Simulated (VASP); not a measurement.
**PbS: single point with r2SCAN**

The system is PbS.

```
Pb S
1.0
     5.09509    0.00000    0.00000
    -2.54755    4.41248    0.00000
     0.00000    0.00000    6.11469
Pb S
2 2
Cartesian
  0.0000 2.9417 1.5287
  2.5475 1.4708 4.5860
  2.5475 1.4708 1.5287
  0.0000 2.9417 4.5860
```

| Property | Result |
| --- | --- |
| Program | VASP 6.6.1 |
| Task | single point |
| Functional | r2SCAN |
| Potentials or basis | VASP PAW PBE potentials, release 64 (Pb_d, S) |
| Cutoff | 520 eV |
| k mesh | 6 × 6 × 4 |
| Occupations | gaussian, width 0.01 eV |
| Spin | no spin polarisation |
| Dipole correction | no |
| Further INCAR settings | ALGO = Normal; EDIFF = 1e-06; NBANDS = 28 |

```
Pressure               : -2.3 GPa
Band gap on the k mesh : 1.80 eV
```

Stress tensor (GPa, compression positive):
```
-2.26  0.00  0.00
 0.00 -2.26  0.00
 0.00  0.00 -2.48
```

Levels at points of the mesh, in eV from the valence-band top:
```
           k point  band 18  band 19  band 20  band 21  band 22  band 23
(0.00, 0.00, 0.00)    -1.75    -1.75    -1.74     2.37     2.37     3.65
(0.50, 0.00, 0.00)    -2.10    -1.92    -0.65     3.23     3.28     4.51
(0.00, 0.00, 0.50)    -2.28    -1.21    -1.21     2.67     2.67     2.67
(0.50, 0.00, 0.50)    -1.71    -0.58    -0.58     1.96     1.96     3.31
```

Run time: 7.9 min on 1 thread of Intel Xeon 8259CL, on a shared host, peak memory 0.33 GiB.

Caveat: the PAW data sets were made with another functional, which shifts forces and pressure a little; spin-orbit coupling is left out, which moves the levels of the heavy elements. A k mesh can miss the band edges.
